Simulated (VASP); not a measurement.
# CuI (Marshite) (F-43m) in VASP: further runs, part 2 of 2

VASP 6.6.1. The steps go on from the part before.

## 3. Single point, PBE

This run uses another cell than the first one, of 27.86 Å³/atom, 0.943 times its volume.

Contents of INCAR:

```
ALGO = Normal
EDIFF = 1E-7
ENCUT = 520
GGA = PE
ISIF = 2
ISMEAR = -1
LASPH = True
LCHARG = False
LREAL = False
LWAVE = False
NBANDS = 16
NELM = 80
PREC = Accurate
SIGMA = 0.05
```

Contents of KPOINTS:

```
k-points
0
Gamma
  6 6 6
```

Contents of POSCAR:

```
CuI
1.0
    0.0000000000      3.0315000000      3.0315000000
    3.0315000000      0.0000000000      3.0315000000
    3.0315000000      3.0315000000      0.0000000000
I Cu
1 1
Direct
    0.0000000000      0.0000000000      0.0000000000
    0.7500000000      0.7500000000      0.7500000000
```

Potentials or basis: VASP PAW PBE potentials, release 64 (I, Cu).

The run is started by

```sh
> cat potpaw_PBE.64/I/POTCAR potpaw_PBE.64/Cu/POTCAR > POTCAR
> mpirun -np 1 vasp_std > vasp.out
```

OUTCAR:

```text
EDIFF = 1E-7
   ENCUT = 520
   GGA = PE
   ISIF = 2
   ISMEAR = -1
   LASPH = True
   LREAL = False
   NELM = 80
   PREC = Accurate

 ion  position               nearest neighbor table
   1  0.000  0.000  0.000-   2 2.63   2 2.63   2 2.63   2 2.63
   2  0.750  0.750  0.750-   1 2.63   1 2.63   1 2.63   1 2.63

  LATTYP: Found a face centered cubic cell.
 ALAT       =     6.0630000000

  Lattice vectors:

 A1 = (   0.0000000000,   3.0315000000,   3.0315000000)
 A2 = (   3.0315000000,   0.0000000000,   3.0315000000)
 A3 = (   3.0315000000,   3.0315000000,   0.0000000000)

Analysis of symmetry for initial positions (statically):
=====================================================================
 Subroutine PRICEL returns:
 Original cell was already a primitive cell.

 Routine SETGRP: Setting up the symmetry group for a
 face centered cubic supercell.

 Subroutine GETGRP returns: Found 24 space group operations
 (whereof 24 operations were pure point group operations)
 out of a pool of 48 trial point group operations.

The static configuration has the point symmetry T_d .

Analysis of symmetry for dynamics (positions and initial velocities):
=====================================================================
 Subroutine PRICEL returns:
 Original cell was already a primitive cell.

 Routine SETGRP: Setting up the symmetry group for a
 face centered cubic supercell.

 Subroutine GETGRP returns: Found 24 space group operations
 (whereof 24 operations were pure point group operations)
 out of a pool of 48 trial point group operations.

The dynamic configuration has the point symmetry T_d .

 Subroutine INISYM returns: Found 24 space group operations
 (whereof 24 operations are pure point group operations),
 and found     1 'primitive' translations

----------------------------------------------------------------------------------------
[... 100 lines left out ...]
   EFERMI_NEDOS =   21; number of points for ismear=-14 and -15
   IALGO  =     38    algorithm
   IMIX   =      4    mixing-type and parameters
     AMIX     =   0.40;   BMIX     =  1.00
     AMIX_MAG =   1.60;   BMIX_MAG =  1.00
  volume/ion in A,a.u.               =      27.86       188.00
  Fermi-wavevector in a.u.,A,eV,Ry     =   1.123306  2.122741 17.168055  1.261816
  Thomas-Fermi vector in A             =   2.259971
   LORBIT       =      0    0 simple, 1 ext, 2 COOP (PROOUT), +10 PAW based schemes
   GGA     = PE    functional components
   LHFCALC =     F    Hartree Fock is set to
   AEXX    =    0.0000 exact exchange contribution
   IVDW    =     0    specifies the selected vdW correction
   LEPSILON=     F    determine dielectric tensor
   LRPA    =     F    only Hartree local field effects (RPA)
 non-spin polarized calculation
  energy-cutoff  :      520.00
  volume of cell :       55.72
 maximum number of plane-waves:      1524
   NGX = 15   NGY = 15   NGZ = 15

 number of electron      18.0000014 magnetization

 Free energy of the ion-electron system (eV)
  ---------------------------------------------------
  ext. energy  EPLUGINS =         0.00000000
  ---------------------------------------------------
  free energy    TOTEN  =        -5.55975067 eV

  energy without entropy =       -5.55975044  energy(sigma->0) =       -5.55975055

 E-fermi :   5.0336     XC(G=0):  -8.9361

 val. band max:        4.4318602039   @ k =   0.0000   0.0000   0.0000
 cond. band min:       5.5746980656   @ k =   0.0000   0.0000   0.0000
 fundamental gap:      1.1428378617
 Fermi energy:         5.0336178632

 k-point     1 :       0.0000    0.0000    0.0000
  band No.  band energies     occupation
      1      -9.5779      2.00000
      2       0.7933      2.00000
      3       0.7933      2.00000
      4       0.7933      2.00000
      5       2.5809      2.00000
      6       2.5809      2.00000
[... 281 lines left out ...]
      3       0.1592      2.00000
      4       0.6160      2.00000
      5       2.5355      2.00000
      6       2.5403      2.00000
[... 8 lines left out ...]
     15      15.9433      0.00000
     16      16.4780      0.00000

------------------------ aborting loop because EDIFF is reached ----------------------------------------

  FORCE on cell =-STRESS in cart. coord.  units (eV):
  Direction    XX          YY          ZZ          XY          YZ          ZX
  --------------------------------------------------------------------------------------
  -------------------------------------------------------------------------------------
  Total        0.1249533      0.1249533      0.1249533      0.0000000      0.0000000     -0.0000000
  in kB        3.5929870      3.5929870      3.5929870      0.0000000      0.0000000     -0.0000000
  external PRESSURE =       3.5929870 kB  Pullay stress =       0.0000000 kB

 VOLUME and BASIS-vectors are now :
 -----------------------------------------------------------------------------
  energy-cutoff  :      520.00
  volume of cell :       55.72
      direct lattice vectors                 reciprocal lattice vectors
     0.000000000  3.031500000  3.031500000    -0.164934851  0.164934851  0.164934851
     3.031500000  0.000000000  3.031500000     0.164934851 -0.164934851  0.164934851
     3.031500000  3.031500000  0.000000000     0.164934851  0.164934851 -0.164934851

 POSITION                                       TOTAL-FORCE (eV/Angst)
 -----------------------------------------------------------------------------------
      0.00000      0.00000      0.00000        -0.000000     -0.000000     -0.000000
      4.54725      4.54725      4.54725         0.000000      0.000000      0.000000
 -----------------------------------------------------------------------------------
    total drift:                               -0.000001     -0.000001     -0.000001

  FREE ENERGIE OF THE ION-ELECTRON SYSTEM (eV)
  ---------------------------------------------------
  free  energy   TOTEN  =        -5.5597506710 eV

  energy  without entropy=       -5.5597504372  energy(sigma->0) =       -5.55975055
```

OSZICAR:

```text
N       E                     dE             d eps       ncg     rms          rms(c)
DAV:   1     0.947841222112E+02    0.94784E+02   -0.75380E+03   512   0.120E+03
DAV:   2     0.218483825244E+00   -0.94566E+02   -0.85631E+02   536   0.230E+02
DAV:   3    -0.561090191081E+01   -0.58294E+01   -0.57483E+01   688   0.600E+01
DAV:   4    -0.576770382334E+01   -0.15680E+00   -0.15674E+00   592   0.920E+00
DAV:   5    -0.577630615352E+01   -0.86023E-02   -0.86021E-02   808   0.252E+00    0.521E+00
DAV:   6    -0.570103901661E+01    0.75267E-01   -0.26222E+00   544   0.435E+01    0.337E+00
DAV:   7    -0.556042129747E+01    0.14062E+00   -0.63315E-01   536   0.260E+01    0.167E+00
DAV:   8    -0.556171215121E+01   -0.12909E-02   -0.33839E-02   832   0.249E+00    0.434E-01
DAV:   9    -0.555956969140E+01    0.21425E-02   -0.80713E-03   664   0.263E+00    0.134E-01
DAV:  10    -0.555974668054E+01   -0.17699E-03   -0.56153E-04   568   0.145E-01    0.366E-02
DAV:  11    -0.555975235631E+01   -0.56758E-05   -0.17226E-04   680   0.366E-01    0.295E-02
DAV:  12    -0.555975111236E+01    0.12439E-05   -0.11240E-05   768   0.583E-02    0.212E-02
DAV:  13    -0.555975007289E+01    0.10395E-05   -0.57297E-06   696   0.708E-02    0.508E-03
DAV:  14    -0.555975071605E+01   -0.64316E-06   -0.20251E-06   816   0.199E-02    0.456E-03
DAV:  15    -0.555975067098E+01    0.45075E-07   -0.38950E-08   424   0.425E-03
   1 F= -.55597507E+01 E0= -.55597506E+01  d E =-.233775E-06
```

It took 8.9 s on 1 thread of Intel Xeon 6975P-C (Granite Rapids), shared host; peak memory 0.17 GiB.

What came out:

```yaml
Free_energy: -5.5598 eV
Pressure: 0.4 GPa
Band_gap_on_the_k_mesh: 1.14 eV, direct
```

Caveat: spin-orbit coupling is left out, which moves the levels of the heavy elements. Expect the measured gap to be larger: semilocal functionals such as PBE lack the derivative discontinuity.

## 4. Single point, r2SCAN, non-collinear spin, zero start, spin-orbit coupling

This run uses another cell than the first one, of 27.86 Å³/atom, 0.943 times its volume.

POSCAR is that of step 3.

Contents of INCAR.step1:

```
ALGO = Normal
EDIFF = 1E-4
ENCUT = 520
GGA = PE
GGA_COMPAT = False
ISMEAR = -1
LASPH = True
LCHARG = False
LMAXMIX = 4
LREAL = False
LSORBIT = True
LWAVE = True
MAGMOM = 0 0 0 0 0 0
NBANDS = 30
NELM = 150
PREC = Accurate
SIGMA = 0.05
```

Contents of INCAR.step2:

```
ALGO = Normal
EDIFF = 1E-7
ENCUT = 520
GGA_COMPAT = False
ISIF = 2
ISMEAR = -1
ISTART = 1
LASPH = True
LCHARG = False
LMAXMIX = 4
LMIXTAU = True
LORBIT = 11
LORBMOM = True
LREAL = False
LSORBIT = True
LWAVE = False
MAGMOM = 0 0 0 0 0 0
METAGGA = R2SCAN
NBANDS = 30
NELM = 150
PREC = Accurate
SIGMA = 0.05
```

KPOINTS is that of step 3.

Potentials or basis: VASP PAW PBE potentials, release 64 (I, Cu).

The run is started by

```sh
> cat potpaw_PBE.64/I/POTCAR potpaw_PBE.64/Cu/POTCAR > POTCAR
> cp INCAR.step1 INCAR
> mpirun -np 1 vasp_ncl > vasp.out
> cp INCAR.step2 INCAR
> mpirun -np 1 vasp_ncl > vasp.out
```

OUTCAR:

```text
EDIFF = 1E-7
   ENCUT = 520
   ISIF = 2
   ISMEAR = -1
   ISTART = 1
   LASPH = True
   LORBIT = 11
   LREAL = False
   LSORBIT = True
   METAGGA = R2SCAN
   NELM = 150
   PREC = Accurate

 ion  position               nearest neighbor table
   1  0.000  0.000  0.000-   2 2.63   2 2.63   2 2.63   2 2.63
   2  0.750  0.750  0.750-   1 2.63   1 2.63   1 2.63   1 2.63

  LATTYP: Found a face centered cubic cell.
 ALAT       =     6.0630000000

  Lattice vectors:

 A1 = (   0.0000000000,   3.0315000000,   3.0315000000)
 A2 = (   3.0315000000,   0.0000000000,   3.0315000000)
 A3 = (   3.0315000000,   3.0315000000,   0.0000000000)

[... 1013 lines left out ...]
    -0.0009957    -0.0002489     0.0000000    -0.0002489     0.0000000
 l=   3
     0.0000000     0.0000000     0.0000000     0.0000000     0.0000000     0.0000000     0.0000000
     0.0000000     0.0000000     0.0000000     0.0000000     0.0000000     0.0000000     0.0000000
     0.0000000     0.0000000     0.0000000     0.0000000     0.0000000     0.0000000     0.0000000
     0.0000000     0.0000000     0.0000000     0.0000000     0.0000000     0.0000000     0.0000000
     0.0000000     0.0000000     0.0000000     0.0000000     0.0000000     0.0000000     0.0000000
     0.0000000     0.0000000     0.0000000     0.0000000     0.0000000     0.0000000     0.0000000
     0.0000000     0.0000000     0.0000000     0.0000000     0.0000000     0.0000000     0.0000000

 total charge

# of ion       s       p       d       tot
------------------------------------------
    1        1.492   2.811   0.053   4.356
    2        0.318   0.266   9.364   9.949
--------------------------------------------------
tot          1.810   3.078   9.417  14.305

 magnetization (x)

# of ion       s       p       d       tot
------------------------------------------
    1        0.000  -0.000  -0.000  -0.000
    2       -0.000   0.000  -0.000  -0.000
--------------------------------------------------
tot         -0.000   0.000  -0.000  -0.000

 magnetization (y)

# of ion       s       p       d       tot
------------------------------------------
    1        0.000  -0.000  -0.000  -0.000
    2        0.000   0.000  -0.000  -0.000
--------------------------------------------------
tot          0.000  -0.000  -0.000  -0.000

 magnetization (z)

# of ion       s       p       d       tot
------------------------------------------
    1       -0.000   0.000   0.000   0.000
    2       -0.000  -0.000   0.000  -0.000
--------------------------------------------------
tot         -0.000   0.000   0.000  -0.000
```

Run time: 9.5 min. Hardware: 1 thread of Intel Xeon 8259CL, shared host; peak memory 0.4 GiB.

What came out:

- Free energy: -35.9116 eV
- Pressure: -0.8 GPa
- Net moment: 0.00 μB per cell
- Valence electrons inside the program's atomic spheres: I 4.36; Cu 9.95

Moments on the atoms (μB; x, y, z):
```
I   0.00 0.00 0.00
Cu  0.00 0.00 0.00
```

Caveat: the PAW data sets were made with another functional, which shifts forces and pressure a little.

## 5. Single point, B3LYP

This run uses another cell than the first one, of 27.86 Å³/atom, 0.943 times its volume.

POSCAR is that of step 4.

Contents of INCAR.step1:

```
SYSTEM = CuI
  PREC = Accurate
  ENCUT = 520
  EDIFF = 1E-5
  ISMEAR = -1
  SIGMA = 0.05
  LREAL = .False.
  LASPH = .True.
  NELM = 80
  ALGO = Normal
  ISIF = 2
  LWAVE = .True.
  GGA = PE
  NBANDS = 16
```

Contents of INCAR.step2:

```
SYSTEM = CuI
  PREC = Accurate
  ENCUT = 520
  EDIFF = 1E-6
  ISMEAR = -1
  SIGMA = 0.05
  LREAL = .False.
  LASPH = .True.
  NELM = 80
  ALGO = Normal
  ISIF = 2
  LWAVE = .False.
  LCHARG = .True.
  GGA = B3
  LHFCALC = .True.
  AEXX = 0.2
  AGGAX = 0.72
  AGGAC = 0.81
  ALDAC = 0.19
  PRECFOCK = Normal
  LELF = .True.
  LVHAR = .True.
  ISTART = 1
  NBANDS = 16
```

Contents of KPOINTS:

```
regular mesh
0
Gamma
  4 4 4
  0 0 0
```

The run is started by

```sh
> cat potpaw_PBE.64/I/POTCAR potpaw_PBE.64/Cu/POTCAR > POTCAR
> cp INCAR.step1 INCAR
> mpirun -np 1 vasp_std > vasp.out
> cp INCAR.step2 INCAR
> mpirun -np 1 vasp_std > vasp.out
```

Run time: 11 min. Hardware: 1 thread of Intel Xeon 8259CL, shared host; peak memory 0.19 GiB.

Results (log left out):

* Free energy: -5.9210 eV
* Pressure: 3.1 GPa
* Band gap on the k mesh: 2.95 eV, direct

Levels at points of the mesh, in eV from the valence-band top:
| k point | band 7 | band 8 | band 9 | band 10 | band 11 | band 12 |
| --- | --- | --- | --- | --- | --- | --- |
| (0.00, 0.00, 0.00) | 0.00 | 0.00 | 0.00 | 2.95 | 6.73 | 6.73 |
| (0.50, 0.00, 0.00) | -2.35 | -0.82 | -0.82 | 3.96 | 7.25 | 7.25 |
| (0.50, 0.50, 0.00) | -2.24 | -1.90 | -1.90 | 4.41 | 4.66 | 11.24 |

Caveat: the k points lie up to 0.45 Å⁻¹ apart; the PAW data sets were made with another functional, which shifts forces and pressure a little; spin-orbit coupling is left out, which moves the levels of the heavy elements.

## 6. Overview

| level | spin | U | cell | k mesh | smearing | grid for exact exchange (PRECFOCK) | gap on the mesh (eV) | pressure (GPa) |
| --- | --- | --- | --- | --- | --- | --- | --- | --- |
| PBE+D3(BJ)+U | off | Cu d U = 3.5 eV | a = 4.371 Å, angles 60.0°, 2 atoms | 8 × 8 × 8 | gaussian 0.01 eV | - | 1.57 | -3.1 |
| PBE | off | - | a = 4.287 Å, angles 60.0°, 2 atoms | 6 × 6 × 6 | fermi-dirac 0.05 eV | - | 1.14 | 0.4 |
| r2SCAN | non-collinear, zero start, SOC | - | a = 4.287 Å, angles 60.0°, 2 atoms | 6 × 6 × 6 | fermi-dirac 0.05 eV | - | - | -0.8 |
| B3LYP | off | - | a = 4.287 Å, angles 60.0°, 2 atoms | 4 × 4 × 4 | fermi-dirac 0.05 eV | Normal | 2.95 | 3.1 |

Alike in all rows: task single point; potentials or basis VASP PAW PBE potentials, release 64 (I, Cu); cutoff (eV) 520.

Caveats: some runs use coarse meshes; spin-orbit coupling is left out, which moves the levels of the heavy elements (some runs); the PAW data sets were made with another functional, which shifts forces and pressure a little (some runs).

Absolute energies hang on the potentials; compare differences alone.
